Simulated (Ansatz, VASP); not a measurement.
# One calculation of Tc, two programs

```xyz
4
Lattice="2.7394 0.0000 0.0000 -1.3697 2.3724 0.0000 0.0000 0.0000 8.4189" Properties=species:S:1:pos:R:3 pbc="T T T"
Tc    1.3697    0.7908    6.3142
Tc    0.0000    0.0000    4.2094
Tc    0.0000    1.5816    2.1047
Tc    0.0000    0.0000    0.0000
```

Alike in both runs: task single point; functional PBEsol; k mesh 9 × 9 × 3; occupations fermi-dirac, width 0.05 eV; no spin polarisation.

|  | VASP | Ansatz |
| --- | --- | --- |
| version | VASP 6.6.1 | Ansatz 0.2.0 |
| potentials or method | VASP PAW PBE potentials, release 64 (Tc_pv) | Ansatz PAW earlier set |
| plane-wave cutoff (eV) | 520 | 500 |
| valence electrons in the cell | 52 | 60 |

|  | VASP | Ansatz | Ansatz less VASP |
| --- | --- | --- | --- |
| gap on the k mesh at the Fermi level (eV) | none | none | - |
| pressure (GPa) | 8.1 | 8.8 | +0.71 |
| traceless stress, the component that is largest in VASP (GPa) | 10.32 | 10.39 | +0.061 |

VASP's potentials were made for PBE, not for PBEsol. A gap of «none» marks a metal or a gap that the smearing closes. With one functional, cell and mesh, what is left measures potentials, basis and numerics. VASP's potentials hold 52 valence electrons a cell and Ansatz's 60, so a difference there can come from the potentials and not from the codes.
